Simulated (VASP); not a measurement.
# NaF (Villiaumite) (I4mm) in VASP: notebook, part 2 of 2

VASP 6.6.1. The steps go on from the part before.

## 3. Single point, PBEsol (shortest bond scaled by 0.7)

INCAR reads:

```
PREC     = Accurate       # precision mode
ENCUT    = 520            # plane-wave cutoff, eV
EDIFF    = 1E-6           # SCF threshold, eV
ISMEAR   = -1             # smearing method
SIGMA    = 0.03           # smearing width, eV
LREAL    = F              # projectors in reciprocal space
LASPH    = T              # aspherical terms in the spheres
NELM     = 60             # most SCF steps
ALGO     = Normal         # electronic algorithm
ISIF     = 2              # what is computed and relaxed
LWAVE    = F              # write WAVECAR
LCHARG   = T              # write CHGCAR
GGA      = PS             # functional
LELF     = T              # ELF
LVHAR    = T            
NBANDS   = 14             # bands
```

KPOINTS reads:

```
Automatic mesh
0
Gamma
  9 9 9
```

POSCAR reads:

```
NaF
1.0
    0.0000000000      2.3200000000      2.3200000000
    2.3200000000      0.0000000000      2.3200000000
    2.3200000000      2.3200000000      0.0000000000
Na F
1 1
Direct
   -0.0750000000     -0.0750000000      0.0750000000
    0.5750000000      0.5750000000      0.4250000000
```

Potentials or basis: VASP PAW PBE potentials, release 64 (Na_pv, F).

Command:

```console
cat potpaw_PBE.64/Na_pv/POTCAR potpaw_PBE.64/F/POTCAR > POTCAR
mpirun -np 1 vasp_std > vasp.out
```

OUTCAR:

```text
PREC = Accurate
   ENCUT = 520
   EDIFF = 1E-6
   ISMEAR = -1
   LREAL = F
   LASPH = T
   NELM = 60
   ISIF = 2
   GGA = PS

 ion  position               nearest neighbor table
   1  0.925  0.925  0.075-   2 1.62
   2  0.575  0.575  0.425-   1 1.62

  LATTYP: Found a face centered cubic cell.
 ALAT       =     4.6400000000

  Lattice vectors:

 A1 = (   0.0000000000,   2.3200000000,   2.3200000000)
 A2 = (   2.3200000000,   0.0000000000,   2.3200000000)
[... 582 lines left out ...]
      8       6.4522      0.00000
      9      12.1338      0.00000
     10      15.6569      0.00000
     11      17.5308      0.00000
     12      17.9934      0.00000
     13      23.5450      0.00000
     14      25.0326      0.00000

 [... further k-points ...]
[... 5 lines left out ...]
  --------------------------------------------------------------------------------------
  -------------------------------------------------------------------------------------
  Total       -0.4408628     -0.4408628     14.4623174      0.0000000      0.0000000      0.0000000
  in kB      -28.2826468    -28.2826468    927.8003243      0.0000000      0.0000000      0.0000000
  external PRESSURE =     290.4116769 kB  Pullay stress =       0.0000000 kB

 VOLUME and BASIS-vectors are now :
 -----------------------------------------------------------------------------
  energy-cutoff  :      520.00
  volume of cell :       24.97
      direct lattice vectors                 reciprocal lattice vectors
     0.000000000  2.320000000  2.320000000    -0.215517241  0.215517241  0.215517241
     2.320000000  0.000000000  2.320000000     0.215517241 -0.215517241  0.215517241
     2.320000000  2.320000000  0.000000000     0.215517241  0.215517241 -0.215517241

 POSITION                                       TOTAL-FORCE (eV/Angst)
 -----------------------------------------------------------------------------------
      2.32000      2.32000      4.29200         0.000000      0.000000      9.243231
      2.32000      2.32000      2.66800         0.000000      0.000000     -9.243231
 -----------------------------------------------------------------------------------
    total drift:                               -0.000014     -0.000014      0.000041

  FREE ENERGIE OF THE ION-ELECTRON SYSTEM (eV)
  ---------------------------------------------------
  free  energy   TOTEN  =        -7.0768001536 eV

  energy  without entropy=       -7.0768001536  energy(sigma->0) =       -7.07680015
```

Run time: 9.4 s. Hardware: 1 thread of Intel Xeon Platinum 8488C (Sapphire Rapids), shared host; peak memory 0.14 GiB.

Results:

- Free energy: -7.0768 eV
- Pressure: 29.0 GPa
- Largest force: 9.243 eV/Å
- Band gap on the k mesh: 5.74 eV, direct

Forces on the atoms (eV/Å):
```
Na   0.000  0.000  9.243
F    0.000  0.000 -9.243
```

Caveat: the cell differs from its parent crystal (shortest bond scaled by 0.7); the PAW data sets were made with another functional, which shifts forces and pressure a little. A k mesh can miss the band edges.

## 4. Single point, PBEsol (shortest bond scaled by 0.58)

INCAR reads:

```
SYSTEM = NaF
  PREC = Accurate
  ENCUT = 520
  EDIFF = 1E-6
  ISMEAR = -1
  SIGMA = 0.03
  LREAL = .False.
  LASPH = .True.
  NELM = 100
  ALGO = Normal
  ISIF = 2
  LWAVE = .False.
  LCHARG = .True.
  GGA = PS
  LELF = .True.
  LVHAR = .True.
  NBANDS = 14
```

KPOINTS reads:

```
Automatic mesh
0
Gamma
  9 9 9
  0 0 0
```

POSCAR reads:

```
NaF
1.0
    0.0000000000      2.3200000000      2.3200000000
    2.3200000000      0.0000000000      2.3200000000
    2.3200000000      2.3200000000      0.0000000000
Na F
1 1
Direct
   -0.1050000000     -0.1050000000      0.1050000000
    0.6050000000      0.6050000000      0.3950000000
```

Command:

```console
cat potpaw_PBE.64/Na_pv/POTCAR potpaw_PBE.64/F/POTCAR > POTCAR
mpirun -np 1 vasp_std > vasp.out
```

It took 9.5 s on 1 thread of Intel Xeon Platinum 8488C (Sapphire Rapids), shared host; peak memory 0.14 GiB.

It converged, with:

| Quantity | Value |
| --- | --- |
| Free energy | -1.8578 eV |
| Pressure | 87.8 GPa |
| Largest force | 31.803 eV/Å |
| Band gap on the k mesh | 4.21 eV, direct |

Forces in eV/Å, atoms in the order of the input:
```
Na    0.000   0.000  31.803
F     0.000   0.000 -31.803
```

Stress tensor (GPa, compression positive):
```
 -3.62   0.00   0.00
  0.00  -3.62   0.00
  0.00   0.00 270.51
```

Levels at points of the mesh, in eV from the valence-band top:
| k point | band 5 | band 6 | band 7 | band 8 | band 9 | band 10 |
| --- | --- | --- | --- | --- | --- | --- |
| (0.00, 0.00, 0.00) | -1.96 | -1.96 | 0.00 | 4.21 | 18.22 | 18.90 |

Caveat: the cell differs from its parent crystal (shortest bond scaled by 0.58); the PAW data sets were made with another functional, which shifts forces and pressure a little.

## 5. Single point, PBEsol (shortest bond scaled by 0.58)

INCAR reads:

```
  ALGO = Normal
  EDIFF = 1E-6
  ENCUT = 520
  GGA = PS
  ISIF = 2
  ISMEAR = -1
  LASPH = T
  LCHARG = F
  LREAL = F
  LWAVE = F
  NBANDS = 14
  NELM = 80
  PREC = Accurate
  SIGMA = 0.03
```

KPOINTS reads:

```
k-points
0
Gamma
  9 9 9
```

POSCAR is that of step 4.

Potentials or basis: VASP PAW PBE potentials, release 64 (Na_pv, F).

Command:

```console
cat potpaw_PBE.64/Na_pv/POTCAR potpaw_PBE.64/F/POTCAR > POTCAR
mpirun -np 1 vasp_std > vasp.out
```

OUTCAR:

```text
EDIFF = 1E-6
   ENCUT = 520
   GGA = PS
   ISIF = 2
   ISMEAR = -1
   LASPH = T
   LREAL = F
   NELM = 80
   PREC = Accurate

 ion  position               nearest neighbor table
   1  0.895  0.895  0.105-   2 1.35
   2  0.605  0.605  0.395-   1 1.35

  LATTYP: Found a face centered cubic cell.
 ALAT       =     4.6400000000

  Lattice vectors:

 A1 = (   0.0000000000,   2.3200000000,   2.3200000000)
 A2 = (   2.3200000000,   0.0000000000,   2.3200000000)
 A3 = (   2.3200000000,   2.3200000000,   0.0000000000)

Analysis of symmetry for initial positions (statically):
=====================================================================
 Subroutine PRICEL returns:
 Original cell was already a primitive cell.

 Routine SETGRP: Setting up the symmetry group for a
 face centered cubic supercell.

 Subroutine GETGRP returns: Found  8 space group operations
 (whereof  8 operations were pure point group operations)
 out of a pool of 48 trial point group operations.

The static configuration has the point symmetry C_4v.

Analysis of symmetry for dynamics (positions and initial velocities):
[... 163 lines left out ...]
 Fermi energy:        -0.0155499927

 k-point     1 :       0.0000    0.0000    0.0000
  band No.  band energies     occupation
      1     -24.5972      2.00000
      2     -20.4267      2.00000
      3     -20.4267      2.00000
      4     -17.8692      2.00000
      5      -2.6318      2.00000
      6      -2.6318      2.00000
      7      -0.6690      2.00000
      8       3.5449      0.00000
      9      17.5515      0.00000
     10      18.2293      0.00000
     11      18.9312      0.00000
     12      18.9312      0.00000
     13      21.8135      0.00000
     14      22.1896      0.00000
[... 377 lines left out ...]
      1     -24.8035      2.00000
      2     -20.4908      2.00000
      3     -20.4796      2.00000
      4     -17.4388      2.00000
      5      -2.8259      2.00000
      6      -2.6648      2.00000
      7      -1.4275      2.00000
      8       6.1279      0.00000
      9      12.1101      0.00000
     10      15.2951      0.00000
     11      17.5338      0.00000
     12      17.9329      0.00000
     13      23.6610      0.00000
     14      24.8121      0.00000

 [... further k-points ...]
[... 5 lines left out ...]
  --------------------------------------------------------------------------------------
  -------------------------------------------------------------------------------------
  Total       -0.5650417     -0.5650417     42.1661065      0.0000000     -0.0000000      0.0000000
  in kB      -36.2490928    -36.2490928   2705.0801223      0.0000000     -0.0000000      0.0000000
  external PRESSURE =     877.5273123 kB  Pullay stress =       0.0000000 kB

 VOLUME and BASIS-vectors are now :
 -----------------------------------------------------------------------------
  energy-cutoff  :      520.00
  volume of cell :       24.97
      direct lattice vectors                 reciprocal lattice vectors
     0.000000000  2.320000000  2.320000000    -0.215517241  0.215517241  0.215517241
     2.320000000  0.000000000  2.320000000     0.215517241 -0.215517241  0.215517241
     2.320000000  2.320000000  0.000000000     0.215517241  0.215517241 -0.215517241

 POSITION                                       TOTAL-FORCE (eV/Angst)
 -----------------------------------------------------------------------------------
      2.32000      2.32000      4.15280         0.000000      0.000000     31.802757
      2.32000      2.32000      2.80720         0.000000      0.000000    -31.802757
 -----------------------------------------------------------------------------------
    total drift:                               -0.000008     -0.000008      0.000638

  FREE ENERGIE OF THE ION-ELECTRON SYSTEM (eV)
  ---------------------------------------------------
  free  energy   TOTEN  =        -1.8578417862 eV

  energy  without entropy=       -1.8578417862  energy(sigma->0) =       -1.85784179
```

stdout:

```text
POSCAR found type information on POSCAR NaF
 POSCAR found :  2 types and       2 ions
 scaLAPACK will be used
 -----------------------------------------------------------------------------
|                                                                             |
|                                                                             |
|     You enforced a specific xc type in the INCAR file but a different       |
|     I HOPE YOU KNOW WHAT YOU ARE DOING!                                     |
|                                                                             |
 -----------------------------------------------------------------------------

 LDA part: xc-table for (Slater+PW92), standard interpolation
 POSCAR, INCAR and KPOINTS ok, starting setup
 FFT: planning ... GRIDC
 FFT: planning ... GRID_SOFT
 FFT: planning ... GRID
 WAVECAR not read
 entering main loop
```

It took 9.4 s on 1 thread of Intel Xeon Platinum 8488C (Sapphire Rapids), shared host; peak memory 0.14 GiB.

Results:

```yaml
Free_energy: -1.8578 eV
Pressure: 87.8 GPa
Largest_force: 31.803 eV/Å
Band_gap_on_the_k_mesh: 4.21 eV, direct
```

Forces on the atoms (eV/Å):
```
Na    0.000   0.000  31.803
F     0.000   0.000 -31.803
```

Stress tensor (GPa, compression positive):
```
 -3.62   0.00   0.00
  0.00  -3.62   0.00
  0.00   0.00 270.51
```

Caveat: the cell differs from its parent crystal (shortest bond scaled by 0.58); the PAW data sets were made with another functional, which shifts forces and pressure a little. A k mesh can miss the band edges.
